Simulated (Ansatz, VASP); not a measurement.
**Ag in VASP and in Ansatz**

File INCAR:

```
SYSTEM = Ag
ALGO = Normal
EDIFF = 1E-8
ENCUT = 400
GGA = PS
GGA_COMPAT = .FALSE.
ISIF = 2
ISMEAR = -1
LASPH = .TRUE.
LCHARG = .FALSE.
LEFG = .TRUE.
LREAL = .FALSE.
LWAVE = .FALSE.
NBANDS = 12
NELM = 120
PREC = Accurate
SIGMA = 0.03
```

Contents of KPOINTS:

```
k-points
0
G
  15 15 15
  0 0 0
```

POSCAR

```
Ag
1.0
    0.0000000000      2.0431000000      2.0022380000
    2.0431000000      0.0000000000      2.0022380000
    2.0431000000      2.0431000000      0.0000000000
Ag
1
Direct
    0.0000000000      0.0000000000      0.0000000000
```

Input for Ansatz:

```yaml
crystal:
  lattice:
    - [0.0, 2.0431, 2.002238]
    - [2.0431, 0.0, 2.002238]
    - [2.0431, 2.0431, 0.0]
  atoms:
    - { symbol: Ag, position: [0.0, 0.0, 0.0] }
kpoints:
  mp_grid: { grid: [15, 15, 15] }
scf:
  occupations: { method: fermi_dirac, width: 0.03 }
hamiltonian:
  xc: pbesol
  pseudopotentials: { kind: all_electron, datasets: crystal }
output:
  forces: true
  stress: true
  eigenvalues: true
  efg: { contact_densities: true }
```

Change from the starting cell: zz strain of -2 %, crystal datasets.

Alike in both runs: task electric field gradients; functional PBEsol; k mesh 15 × 15 × 15; occupations fermi-dirac, width 0.03 eV; no spin polarisation.

|  | VASP | Ansatz |
| --- | --- | --- |
| version | VASP 6.6.1 | Ansatz 0.2.0 |
| potentials or method | VASP PAW PBE potentials, release 64 (Ag), cutoff 400 eV | all-electron PAW with datasets made for the crystal, scalar-relativistic |

|  | VASP | Ansatz | Ansatz less VASP |
| --- | --- | --- | --- |
| pressure (GPa) | -1.0 | -0.5 | +0.52 |
| traceless stress, the component that is largest in VASP (GPa) | -0.09 | -0.07 | +0.017 |
| size of Vzz on the site where it differs most (V/Å²) | 2.1 | 2.9 | +0.79 |

VASP's potentials were made for PBE, not for PBEsol. Ansatz ran all-electron here, and VASP with PAW potentials.
